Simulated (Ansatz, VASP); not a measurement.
## One calculation of BiPd, two programs

```
Bi Pd
1.0
     4.28567    0.00000    0.00000
    -2.14283    3.71150    0.00000
     0.00000    0.00000    5.76488
Bi Pd
2 2
Cartesian
  0.0000 2.4743 1.4412
  2.1428 1.2372 4.3237
  0.0000 0.0000 0.0000
  0.0000 0.0000 2.8824
```

Change from the starting cell: volume scaled by 1.04, crystal datasets.

Alike in both runs: task electric field gradients; functional PBEsol; k mesh 9 × 9 × 6; occupations fermi-dirac, width 0.03 eV; no spin polarisation.

```csv
,VASP,Ansatz
version,VASP 6.6.1,Ansatz 0.2.0
potentials or method,"VASP PAW PBE potentials, release 64 (Bi_d, Pd), cutoff 520 eV","all-electron PAW with datasets made for the crystal, scalar-relativistic"
```

|  | VASP | Ansatz | Ansatz less VASP |
| --- | --- | --- | --- |
| pressure (GPa) | -3.5 | -3.5 | +0.01 |
| traceless stress, the component that is largest in VASP (GPa) | -0.53 | -0.51 | +0.025 |
| size of Vzz on the site where it differs most (V/Å²) | 56.8 | 62.7 | +5.95 |

VASP's potentials were made for PBE, not for PBEsol. Ansatz ran all-electron here, and VASP with PAW potentials.

Neither program's run includes spin-orbit coupling.
